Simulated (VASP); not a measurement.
# HoNbSe3 (P6mm) in VASP: notebook

The runs below take HoNbSe3 through single point, relaxation of cell and atoms, with PBE.

Program: VASP 6.6.1. These are calculated values, not measurements. Logs are shortened: lines on timing, memory, paths and dates and some standing lists are left out, and cuts for length are marked.

**1. The cell of the first run**

It takes space group P6mm (No. 183, hexagonal). The conventional cell has a = 4.599 Å, b = 4.599 Å, c = 8.485 Å, α = 90.00°, β = 90.00°, γ = 120.00°. Ho (site symmetry 6mm) has 1 Se at 2.23 Å within 3.0 Å. Within 3.3 Å of Nb (site symmetry 6mm) lie 7 Se at 2.46 to 3.26 Å. Within 3.5 Å of Se (site symmetry 3m) lie 6 Se at 2.66 to 2.72 Å and 3 Nb at 3.26 Å. Se (site symmetry 6mm) has 1 Ho at 2.23 Å and 1 Nb at 2.46 Å and 6 Se at 2.72 Å within 3.0 Å.

The cell was built from a structure type or drawn by symmetry, and may not be a known phase.

**2. Single point, PBE**

File INCAR:

```
SYSTEM = HoNbSe3
PREC = Accurate ; ENCUT = 500
EDIFF = 1E-6 ; ISMEAR = 0
SIGMA = 0.1 ; LREAL = .FALSE.
LASPH = .TRUE. ; NELM = 200
ALGO = Normal ; ISIF = 2
LWAVE = .FALSE. ; LCHARG = .FALSE.
GGA = PE ; NBANDS = 28
GGA_COMPAT = .FALSE. ; LMAXMIX = 6
```

File KPOINTS:

```
Automatic mesh
0
G
  6 6 2
  0 0 0
```

File POSCAR:

```
HoNbSe3
1.0
    4.5986459900      0.0000000000      0.0000000000
   -2.2993229900      3.9825442500      0.0000000000
    0.0000000000      0.0000000000      8.4850717300
Ho Nb Se
1 1 3
Direct
    0.0000000000      0.0000000000      0.7246585800
    0.0000000000      0.0000000000      0.1713710200
    0.3333333300      0.6666666700      0.3942178500
    0.6666666700      0.3333333300      0.3942178500
    0.0000000000      0.0000000000      0.4613631400
```

Potentials or basis: VASP PAW PBE potentials, release 64 (Ho_3, Nb_sv, Se), 4f in core.

Run with:

```
cat potpaw_PBE.64/Ho_3/POTCAR potpaw_PBE.64/Nb_sv/POTCAR potpaw_PBE.64/Se/POTCAR > POTCAR
mpirun -np 1 vasp_std > vasp.out
```

OUTCAR:

```text
SYSTEM = HoNbSe3
   PREC = Accurate
   ENCUT = 500
   EDIFF = 1E-6
   ISMEAR = 0
   LREAL = .FALSE.
   LASPH = .TRUE.
   NELM = 200
   ISIF = 2
   GGA = PE

 ion  position               nearest neighbor table
   1  0.000  0.000  0.725-   5 2.23
   2  0.000  0.000  0.171-   5 2.46
   3  0.333  0.667  0.394-   4 2.66   4 2.66   4 2.66   5 2.72   5 2.72   5 2.72
   4  0.667  0.333  0.394-   3 2.66   3 2.66   3 2.66   5 2.72   5 2.72   5 2.72
   5  0.000  0.000  0.461-   1 2.23   2 2.46   3 2.72   4 2.72   3 2.72   4 2.72   4 2.72   3 2.72

  LATTYP: Found a hexagonal cell.
 ALAT       =     4.5986459900
 C/A-ratio  =     1.8451239231

  Lattice vectors:

 A1 = (   4.5986459900,   0.0000000000,   0.0000000000)
 A2 = (  -2.2993229900,   3.9825442500,   0.0000000000)
 A3 = (   0.0000000000,   0.0000000000,   8.4850717300)

Analysis of symmetry for initial positions (statically):
=====================================================================
 Subroutine PRICEL returns:
 Original cell was already a primitive cell.

 Routine SETGRP: Setting up the symmetry group for a
 hexagonal supercell.

 Subroutine GETGRP returns: Found 12 space group operations
 (whereof 12 operations were pure point group operations)
 out of a pool of 24 trial point group operations.

The static configuration has the point symmetry C_6v.

Analysis of symmetry for dynamics (positions and initial velocities):
=====================================================================
 Subroutine PRICEL returns:
 Original cell was already a primitive cell.

 Routine SETGRP: Setting up the symmetry group for a
 hexagonal supercell.

 Subroutine GETGRP returns: Found 12 space group operations
 (whereof 12 operations were pure point group operations)
 out of a pool of 24 trial point group operations.

The dynamic configuration has the point symmetry C_6v.

 Subroutine INISYM returns: Found 12 space group operations
 (whereof 12 operations are pure point group operations),
 and found     1 'primitive' translations

----------------------------------------------------------------------------------------

                                     Primitive cell

  volume of cell :     155.3982

  direct lattice vectors                    reciprocal lattice vectors
     4.598645990  0.000000000  0.000000000     0.217455312  0.125547883  0.000000000
    -2.299322990  3.982544250  0.000000000     0.000000000  0.251095766  0.000000000
     0.000000000  0.000000000  8.485071730     0.000000000  0.000000000  0.117854042

  length of vectors
     4.598645990  4.598645987  8.485071730     0.251095766  0.251095766  0.117854042

  position of ions in fractional coordinates (direct lattice)
     0.000000000  0.000000000  0.724658580
     0.000000000  0.000000000  0.171371020
     0.333333330  0.666666670  0.394217850
     0.666666670  0.333333330  0.394217850
     0.000000000  0.000000000  0.461363140

  ion indices of the primitive-cell ions
   primitive index   ion index
                 1           1
                 2           2
                 3           3
                 4           4
                 5           5

----------------------------------------------------------------------------------------

 KPOINTS: Automatic mesh

Automatic generation of k-mesh.
 Grid dimensions read from file:
 generate k-points for:    6    6    2

 Generating k-lattice:

  Cartesian coordinates                     Fractional coordinates (reciprocal lattice)
     0.036242552  0.020924647  0.000000000     0.166666667  0.000000000  0.000000000
     0.000000000  0.041849294  0.000000000     0.000000000  0.166666667  0.000000000
     0.000000000  0.000000000  0.058927021     0.000000000  0.000000000  0.500000000

  Length of vectors
     0.041849294  0.041849294  0.058927021

  Shift w.r.t. Gamma in fractional coordinates (k-lattice)
     0.000000000  0.000000000  0.000000000

 Subroutine IBZKPT returns following result:
 ===========================================

 Found     14 irreducible k-points:

 Following reciprocal coordinates:
            Coordinates               Weight
  0.000000  0.000000  0.000000      1.000000
  0.166667 -0.000000  0.000000      6.000000
  0.333333 -0.000000  0.000000      6.000000
  0.500000 -0.000000  0.000000      3.000000
  0.166667  0.166667  0.000000      6.000000
  0.333333  0.166667  0.000000     12.000000
  0.333333  0.333333  0.000000      2.000000
  0.000000  0.000000  0.500000      1.000000
  0.166667 -0.000000  0.500000      6.000000
  0.333333 -0.000000  0.500000      6.000000
  0.500000 -0.000000  0.500000      3.000000
  0.166667  0.166667  0.500000      6.000000
  0.333333  0.166667  0.500000     12.000000
  0.333333  0.333333  0.500000      2.000000
   k-points           NKPTS =     14   k-points in BZ     NKDIM =     14   number of bands    NBANDS=     28
   number of dos      NEDOS =    301   number of ions     NIONS =      5
   total plane-waves  NPLWV =  82944
   dimension x,y,z NGX =    36 NGY =   36 NGZ =   64
   dimension x,y,z NGXF=    72 NGYF=   72 NGZF=  128
   ions per type =               1   1   3
   NGX,Y,Z   is equivalent  to a cutoff of  13.01, 13.01, 12.54 a.u.
   NGXF,Y,Z  is equivalent  to a cutoff of  26.03, 26.03, 25.08 a.u.
 SYSTEM =  HoNbSe3
   PREC   = accura    normal or accurate (medium, high low for compatibility)
   ISTART =      0    job   : 0-new  1-cont  2-samecut
   ICHARG =      2    charge: 1-file 2-atom 10-const
   ISPIN  =      1    spin polarized calculation?
   LNONCOLLINEAR =      F non collinear calculations
   LSORBIT =      F    spin-orbit coupling
   LASPH  =      T    aspherical Exc in radial PAW
   ENCUT  =  500.0 eV  36.75 Ry    6.06 a.u.   8.38  8.38 15.47*2*pi/ulx,y,z
   NELM   =    200;   NELMIN=  2; NELMDL= -5     # of ELM steps
   EDIFF  = 0.1E-05   stopping-criterion for ELM
   LREAL  =      F    real-space projection
   EDIFFG = 0.1E-04   stopping-criterion for IOM
   NSW    =      0    number of steps for IOM
   IBRION =     -1    ionic relax: 0-MD 1-quasi-New 2-CG
   NFREE  =      0    steps in history (QN), initial steepest desc. (CG)
   ISIF   =      2    stress and relaxation
   ISYM   =      2    0-nonsym 1-usesym 2-fastsym
   POTIM  = 0.5000    time-step for ionic-motion
   TEBEG  =    0.0;   TEEND  =   0.0 temperature during run
   PSTRESS=    0.0 pullay stress
   NELECT =      40.0000    total number of electrons
   NUPDOWN=      -1.0000    fix difference up-down
   EMIN   =  10.00;   EMAX   =-10.00  energy-range for DOS
   EFERMI =   0.00;   METHOD = LEGACY
   ISMEAR =     0;   SIGMA  =   0.10  broadening in eV -4-tet -1-fermi 0-gaus
   EFERMI_NEDOS =   21; number of points for ismear=-14 and -15
   IALGO  =     38    algorithm
   IMIX   =      4    mixing-type and parameters
     AMIX     =   0.40;   BMIX     =  1.00
     AMIX_MAG =   1.60;   BMIX_MAG =  1.00
  volume/ion in A,a.u.               =      31.08       209.74
  Fermi-wavevector in a.u.,A,eV,Ry     =   1.041389  1.967939 14.755383  1.084490
  Thomas-Fermi vector in A             =   2.176007
   LORBIT       =      0    0 simple, 1 ext, 2 COOP (PROOUT), +10 PAW based schemes
   GGA     = PE    functional components
   LHFCALC =     F    Hartree Fock is set to
   AEXX    =    0.0000 exact exchange contribution
   IVDW    =     0    specifies the selected vdW correction
   LEPSILON=     F    determine dielectric tensor
   LRPA    =     F    only Hartree local field effects (RPA)
 non-spin polarized calculation
 Gauss-broadening in eV      SIGMA  =   0.10
  energy-cutoff  :      500.00
  volume of cell :      155.40
 maximum number of plane-waves:      3973
 NGX is ok and might be reduce to    36
   NGX = 17   NGY = 17   NGZ = 31

 number of electron      40.0000004 magnetization

 Free energy of the ion-electron system (eV)
  ---------------------------------------------------
  ext. energy  EPLUGINS =         0.00000000
  ---------------------------------------------------
  free energy    TOTEN  =       -17.51967771 eV

  energy without entropy =      -17.47107047  energy(sigma->0) =      -17.49537409

 E-fermi :   3.6953     XC(G=0):  -8.7787

 val. band max:        3.6902777751   @ k =   0.3333   0.3333   0.0000
 cond. band min:       3.7056489761   @ k =   0.5000  -0.0000   0.0000
 fundamental gap:      0.0153712010
 Fermi energy:         3.6952783970

 k-point     1 :       0.0000    0.0000    0.0000
  band No.  band energies     occupation
      1     -52.0231      2.00000
      2     -28.1318      2.00000
      3     -28.1318      2.00000
      4     -28.0008      2.00000
      5     -21.6928      2.00000
      6     -21.3446      2.00000
[... 20 lines left out ...]
     27       5.2359      0.00000
     28       5.2359      0.00000

 k-point     2 :       0.1667   -0.0000    0.0000
  band No.  band energies     occupation
      1     -52.0231      2.00000
      2     -28.1335      2.00000
      3     -28.1322      2.00000
      4     -28.0004      2.00000
      5     -21.6913      2.00000
      6     -21.3507      2.00000
[... 20 lines left out ...]
     27       5.1582      0.00000
     28       5.3846      0.00000

 k-point     3 :       0.3333   -0.0000    0.0000
  band No.  band energies     occupation
      1     -52.0230      2.00000
      2     -28.1370      2.00000
      3     -28.1331      2.00000
      4     -27.9996      2.00000
      5     -21.6884      2.00000
      6     -21.3629      2.00000
[... 20 lines left out ...]
     27       5.6350      0.00000
     28       5.9060      0.00000

 k-point     4 :       0.5000   -0.0000    0.0000
  band No.  band energies     occupation
      1     -52.0229      2.00000
      2     -28.1387      2.00000
      3     -28.1335      2.00000
      4     -27.9993      2.00000
      5     -21.6870      2.00000
      6     -21.3690      2.00000
[... 20 lines left out ...]
     27       5.1528      0.00000
     28       6.2341      0.00000

 k-point     5 :       0.1667    0.1667    0.0000
  band No.  band energies     occupation
      1     -52.0230      2.00000
      2     -28.1358      2.00000
      3     -28.1332      2.00000
      4     -27.9998      2.00000
      5     -21.6891      2.00000
      6     -21.3588      2.00000
[... 20 lines left out ...]
     27       5.5100      0.00000
     28       5.8151      0.00000

 k-point     6 :       0.3333    0.1667    0.0000
  band No.  band energies     occupation
      1     -52.0229      2.00000
      2     -28.1379      2.00000
      3     -28.1344      2.00000
      4     -27.9993      2.00000
      5     -21.6870      2.00000
      6     -21.3660      2.00000
[... 20 lines left out ...]
     27       5.3866      0.00000
     28       5.7838      0.00000

 k-point     7 :       0.3333    0.3333    0.0000
  band No.  band energies     occupation
      1     -52.0229      2.00000
      2     -28.1367      2.00000
      3     -28.1367      2.00000
      4     -27.9991      2.00000
      5     -21.6863      2.00000
      6     -21.3619      2.00000
[... 20 lines left out ...]
     27       5.5314      0.00000
     28       6.0501      0.00000

 k-point     8 :       0.0000    0.0000    0.5000
  band No.  band energies     occupation
      1     -52.0231      2.00000
      2     -28.1318      2.00000
      3     -28.1318      2.00000
      4     -28.0007      2.00000
      5     -21.6935      2.00000
      6     -21.3446      2.00000
[... 20 lines left out ...]
     27       5.7729      0.00000
     28       5.7730      0.00000

 k-point     9 :       0.1667   -0.0000    0.5000
  band No.  band energies     occupation
      1     -52.0231      2.00000
      2     -28.1335      2.00000
      3     -28.1322      2.00000
      4     -28.0003      2.00000
      5     -21.6920      2.00000
      6     -21.3508      2.00000
[... 20 lines left out ...]
     27       5.7352      0.00000
     28       5.7698      0.00000

 k-point    10 :       0.3333   -0.0000    0.5000
  band No.  band energies     occupation
      1     -52.0230      2.00000
      2     -28.1370      2.00000
      3     -28.1331      2.00000
      4     -27.9996      2.00000
      5     -21.6891      2.00000
      6     -21.3629      2.00000
[... 20 lines left out ...]
     27       5.6375      0.00000
     28       6.1091      0.00000

 k-point    11 :       0.5000   -0.0000    0.5000
  band No.  band energies     occupation
      1     -52.0229      2.00000
      2     -28.1387      2.00000
      3     -28.1335      2.00000
      4     -27.9992      2.00000
      5     -21.6876      2.00000
      6     -21.3690      2.00000
[... 20 lines left out ...]
     27       5.3173      0.00000
     28       6.3976      0.00000

 k-point    12 :       0.1667    0.1667    0.5000
  band No.  band energies     occupation
      1     -52.0230      2.00000
      2     -28.1358      2.00000
      3     -28.1332      2.00000
      4     -27.9998      2.00000
      5     -21.6898      2.00000
      6     -21.3588      2.00000
[... 20 lines left out ...]
     27       5.6808      0.00000
     28       5.8867      0.00000

 k-point    13 :       0.3333    0.1667    0.5000
  band No.  band energies     occupation
      1     -52.0229      2.00000
      2     -28.1379      2.00000
      3     -28.1344      2.00000
      4     -27.9992      2.00000
      5     -21.6876      2.00000
      6     -21.3660      2.00000
[... 20 lines left out ...]
     27       5.4953      0.00000
     28       6.1616      0.00000

 k-point    14 :       0.3333    0.3333    0.5000
  band No.  band energies     occupation
      1     -52.0229      2.00000
      2     -28.1367      2.00000
      3     -28.1367      2.00000
      4     -27.9990      2.00000
      5     -21.6869      2.00000
      6     -21.3619      2.00000
[... 20 lines left out ...]
     27       5.7391      0.00000
     28       6.0372      0.00000

------------------------ aborting loop because EDIFF is reached ----------------------------------------

  FORCE on cell =-STRESS in cart. coord.  units (eV):
  Direction    XX          YY          ZZ          XY          YZ          ZX
  --------------------------------------------------------------------------------------
  -------------------------------------------------------------------------------------
  Total        7.5819131      7.5819131      9.0772984      0.0000000      0.0000000      0.0000000
  in kB       78.1705695     78.1705695     93.5881987      0.0000001      0.0000000      0.0000000
  external PRESSURE =      83.3097792 kB  Pullay stress =       0.0000000 kB

 VOLUME and BASIS-vectors are now :
 -----------------------------------------------------------------------------
  energy-cutoff  :      500.00
  volume of cell :      155.40
      direct lattice vectors                 reciprocal lattice vectors
     4.598645990  0.000000000  0.000000000     0.217455312  0.125547883  0.000000000
    -2.299322990  3.982544250  0.000000000     0.000000000  0.251095766  0.000000000
     0.000000000  0.000000000  8.485071730     0.000000000  0.000000000  0.117854042

 POSITION                                       TOTAL-FORCE (eV/Angst)
 -----------------------------------------------------------------------------------
      0.00000      0.00000      6.14878         0.000000      0.000000      6.742730
      0.00000      0.00000      1.45410         0.000000      0.000000      1.256660
     -0.00000      2.65503      3.34497         0.000000      0.000000     -1.972586
      2.29932      1.32751      3.34497        -0.000000      0.000000     -1.972586
      0.00000      0.00000      3.91470         0.000000     -0.000000     -4.054219
 -----------------------------------------------------------------------------------
    total drift:                               -0.000000     -0.000000     -0.000545

  FREE ENERGIE OF THE ION-ELECTRON SYSTEM (eV)
  ---------------------------------------------------
  free  energy   TOTEN  =       -17.5196777086 eV

  energy  without entropy=      -17.4710704707  energy(sigma->0) =      -17.49537409
```

Run time: 48 s. Hardware: 1 thread of Intel Xeon 6975P-C (Granite Rapids), shared host; peak memory 0.29 GiB.

What came out:

| Property | Result |
| --- | --- |
| Free energy | -17.5197 eV |
| Pressure | 8.3 GPa |
| Largest force | 6.743 eV/Å |
| Band gap on the k mesh | zero (bands 20 and 21 overlap by 0.47 eV) |

Forces in eV/Å, atoms in the order of the input:
```
Ho   0.000  0.000  6.743
Nb   0.000  0.000  1.257
Se   0.000  0.000 -1.973
Se   0.000  0.000 -1.973
Se   0.000  0.000 -4.054
```

Stress tensor (GPa, compression positive):
```
7.82 0.00 0.00
0.00 7.82 0.00
0.00 0.00 9.36
```

Caveat: the k points lie up to 0.37 Å⁻¹ apart; spin-orbit coupling is left out, which moves the levels of the heavy elements; the 4f electrons are frozen in the core, so they carry no moment and show no levels; the run has no spin polarisation, though such a crystal can be magnetic; forces of over 1 eV/Å act on the atoms, so gaps and moduli don't describe the material at rest.

**3. Single point, PBE, collinear spin, zero start**

This run uses another cell than the first one, of 29.90 Å³/atom.

File INCAR:

```
SYSTEM = HoNbSe3
ALGO = Normal
EDIFF = 1E-6
ENCUT = 500
GGA = PE
GGA_COMPAT = .FALSE.
ISIF = 2
ISMEAR = 0
ISPIN = 2
LASPH = .TRUE.
LCHARG = .FALSE.
LMAXMIX = 6
LORBIT = 11
LREAL = .FALSE.
LWAVE = .FALSE.
MAGMOM = 0 0 0 0 0
NBANDS = 32
NELM = 200
PREC = Accurate
SIGMA = 0.1
```

File KPOINTS:

```
k-points
0
G
  6 6 2
  0 0 0
```

File POSCAR:

```
HoNbSe3
1.0
    4.7193245941     -0.0000000030      0.0000000000
   -2.3596622945      4.0870549887      0.0000000000
    0.0000000000      0.0000000000      7.7516893104
Ho Nb Se
1 1 3
Direct
    0.0000000000      0.0000000000      0.9312045831
    0.0000000000      0.0000000000      0.2808547764
    0.3333333333      0.6666666667      0.1702478133
    0.6666666667      0.3333333333      0.1702478133
    0.0000000000      0.0000000000      0.5932734539
```

Potentials or basis: VASP PAW PBE potentials, release 64 (Ho_3, Nb_sv, Se), 4f in core.

Run with:

```
cat potpaw_PBE.64/Ho_3/POTCAR potpaw_PBE.64/Nb_sv/POTCAR potpaw_PBE.64/Se/POTCAR > POTCAR
mpirun -np 1 vasp_std > vasp.out
```

Run time: 72 s. Hardware: 1 thread of Intel Xeon 6975P-C (Granite Rapids), shared host; peak memory 0.37 GiB.

The run converged. Its results:

- Free energy: -26.6268 eV
- Pressure: 0.2 GPa
- Largest force: 0.080 eV/Å
- Band gap on the k mesh: zero (filled and empty bands overlap)
- Net moment: 0.00 μB per cell
- Valence electrons inside the program's atomic spheres: Ho 7.97; Nb 10.65; Se 3.82, 3.88 (each value once)

Forces on the atoms (eV/Å):
```
Ho   0.000  0.000 -0.080
Nb   0.000  0.000  0.059
Se   0.000  0.000  0.032
Se   0.000  0.000  0.032
Se   0.000  0.000 -0.042
```

Stress tensor (GPa, compression positive):
```
0.06 0.00 0.00
0.00 0.06 0.00
0.00 0.00 0.36
```

Levels at points of the mesh, in eV from the Fermi level:
Spin up:
| k point | band 17 | band 18 | band 19 | band 20 | band 21 | band 22 | band 23 | band 24 |
| --- | --- | --- | --- | --- | --- | --- | --- | --- |
| (0.00, 0.00, 0.00) | -1.78 | -1.78 | -1.19 | -0.70 | 0.50 | 0.53 | 0.53 | 1.59 |
| (0.50, 0.00, 0.00) | -2.45 | -1.98 | -0.93 | -0.51 | 0.39 | 0.64 | 0.79 | 1.85 |
| (0.00, 0.00, 0.50) | -2.01 | -2.01 | -1.20 | -0.40 | 0.50 | 0.50 | 1.39 | 1.39 |
| (0.50, 0.00, 0.50) | -2.29 | -1.97 | -1.22 | -0.14 | 0.10 | 0.43 | 0.80 | 2.02 |
Spin down:
```
           k point  band 18  band 19  band 20  band 21  band 22  band 23
(0.00, 0.00, 0.00)    -1.78    -1.19    -0.70     0.50     0.53     0.53
(0.50, 0.00, 0.00)    -1.98    -0.93    -0.51     0.39     0.64     0.79
(0.00, 0.00, 0.50)    -2.01    -1.20    -0.40     0.50     0.50     1.39
(0.50, 0.00, 0.50)    -1.97    -1.22    -0.14     0.10     0.43     0.80
```

Caveat: the k points lie up to 0.41 Å⁻¹ apart; the magnetic or orbital state may not be the lowest; spin-orbit coupling is left out, which moves the levels of the heavy elements; the 4f electrons are frozen in the core, so they carry no moment and show no levels. With open d or f shells a metallic result of PBE can be an artefact of self-interaction; +U or a hybrid may open a gap.

(Part 1 of 3 ends here.)
